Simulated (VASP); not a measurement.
Set up this calculation in VASP 6.6.1, as the native input.

| Quantity | Value |
| --- | --- |
| Task | single point |
| Functional | r2SCAN |
| Potentials or basis | VASP PAW PBE potentials, release 64 (Eu, O) |
| Cutoff | 800 eV |
| k mesh | 12 × 12 × 12 |
| Occupations | gaussian, width 0.05 eV |
| Spin | collinear spin, ferromagnetic start |
| Starting moments | [7.34, 0.0] μB |
| Dipole correction | no |
| Further INCAR settings | ALGO = Normal; EDIFF = 1e-06; NBANDS = 22 |

Crystal: EuO.

```xyz
2
Lattice="0.0000 2.5570 2.5570 2.5570 0.0000 2.5570 2.5570 2.5570 0.0000" Properties=species:S:1:pos:R:3 pbc="T T T"
Eu    0.0000    0.0000    0.0000
O     2.5570    2.5570    2.5570
```

These files were run (other wordings do the same):

POSCAR

```
EuO
1.0
    0.0000000000      2.5570433433      2.5570433433
    2.5570433433      0.0000000000      2.5570433433
    2.5570433433      2.5570433433      0.0000000000
Eu O
1 1
Direct
    0.0000000000      0.0000000000      0.0000000000
    0.5000000000      0.5000000000      0.5000000000
```

INCAR.step1

```
SYSTEM = EuO
PREC = Accurate
ENCUT = 800
ISMEAR = 0
SIGMA = 0.05
LREAL = .FALSE.
LASPH = .TRUE.
NELM = 200
ISPIN = 2
MAGMOM = 7.34 0
LMAXMIX = 6
NBANDS = 22
GGA = PE
ALGO = Normal
EDIFF = 1E-5
LWAVE = .TRUE.
LCHARG = .FALSE.
GGA_COMPAT = .FALSE.
```

INCAR.step2

```
SYSTEM = EuO
PREC = Accurate
ENCUT = 800
EDIFF = 1E-6
ISMEAR = 0
SIGMA = 0.05
LREAL = .FALSE.
LASPH = .TRUE.
NELM = 200
ALGO = Normal
ISIF = 2
LWAVE = .FALSE.
LCHARG = .FALSE.
ISPIN = 2
MAGMOM = 7.34 0
LORBIT = 11
LMAXMIX = 6
METAGGA = R2SCAN
LMIXTAU = .TRUE.
NBANDS = 22
ISTART = 1
GGA_COMPAT = .FALSE.
```

KPOINTS

```
Automatic mesh
0
G
  12 12 12
  0 0 0
```

Potentials or basis: VASP PAW PBE potentials, release 64 (Eu, O).

The run is started by

```console
$ cat potpaw_PBE.64/Eu/POTCAR potpaw_PBE.64/O/POTCAR > POTCAR
$ cp INCAR.step1 INCAR
$ mpirun -np 1 vasp_std > vasp.out
$ cp INCAR.step2 INCAR
$ mpirun -np 1 vasp_std > vasp.out
```

Results of the run:

The pressure is -4.0 GPa, the band gap on the k mesh is zero (filled and empty bands overlap) and the net moment is 6.99 μB per cell. The site moments are Eu +6.54; O -0.11 μB and the valence electrons inside the program's atomic spheres are Eu 14.87; O 4.99.

Caveat: the cell stands under tension; the PAW data sets were made with another functional, which shifts forces and pressure a little; spin-orbit coupling is left out, which moves the levels of the heavy elements; a cell with one magnetic atom can't hold antiferromagnetic order, which such compounds often take; semilocal functionals describe open f shells poorly, which spoils levels, moments and volumes.

Wall time 30 min on 1 thread of Oxide Virtual Turin-like Processor, with other jobs on the host, peak memory 0.36 GiB.
